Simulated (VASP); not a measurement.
Wanted: the native input for a VASP 6.6.1 run.

* Task: single point
* Functional: PBE
* Potentials or basis: VASP PAW PBE potentials, release 64 (Zn, O)
* Cutoff: 520 eV
* k mesh: 2 × 2 × 2
* Occupations: gaussian, width 0.02 eV
* Spin: no spin polarisation
* Dipole correction: no
* Further INCAR settings: LREAL = Auto; ALGO = Normal; EDIFF = 1e-06; NBANDS = 79

The structure of Zn7O8 (a cell with a defect) lies in POSCAR:

```
Zn7O8
1.0
   -3.2494000000     -5.6281260000      0.0000000000
    4.8741000000     -2.8140630000      0.0000000000
    0.0000000000      0.0000000000      5.2038000000
Zn O
7 8
Direct
    0.5000000543      0.3423916572      0.0004673508
    0.2564259307      0.8295850350      0.0055357623
    0.2544815677      0.1654915587      0.4978386948
   -0.0000000018      0.3307353140      0.0024983666
   -0.0000000483      0.6687431204      0.5040064953
    0.7435740429      0.8295850506      0.0055357623
    0.7455185052      0.1654916458      0.4978386948
    0.4999999758      0.3058798386      0.3690956609
    0.5000000510      0.6680343378      0.8986609785
    0.2281725687      0.8460731098      0.3733932895
    0.2502128822      0.1661971932      0.8794192705
   -0.0000000069      0.3365720805      0.3859225950
    0.0000000296      0.6662828207      0.8837743572
    0.7718274138      0.8460731209      0.3733932895
    0.7497871887      0.1661971422      0.8794192705
```

These files were run (other wordings do the same):

INCAR

```
PREC = Accurate
ENCUT = 520
EDIFF = 1E-6
ISMEAR = 0
SIGMA = 0.02
LREAL = Auto
LASPH = T
NELM = 60
ALGO = Normal
ISIF = 2
LWAVE = F
LCHARG = T
GGA = PE
LELF = T
LVHAR = T
NBANDS = 79
```

KPOINTS

```
Automatic mesh
0
Gamma
  2 2 2
```

Potentials or basis: VASP PAW PBE potentials, release 64 (Zn, O).

Command:

```console
$ cat potpaw_PBE.64/Zn/POTCAR potpaw_PBE.64/O/POTCAR > POTCAR
$ mpirun -np 1 vasp_std > vasp.out
```

Results of the run:

```yaml
Pressure: 3.5 GPa
Largest_force: 0.064 eV/Å
Band_gap_on_the_k_mesh: zero (band 66 reaches 0.44 eV, above the bottom of band 67 at 0.02 eV)
```

Caveat: the k points lie up to 0.60 Å⁻¹ apart.

Wall time 3.3 min on 1 thread of Intel(R) Xeon(R) Platinum 8488C (Sapphire Rapids), on a shared host, peak memory 0.3 GiB.
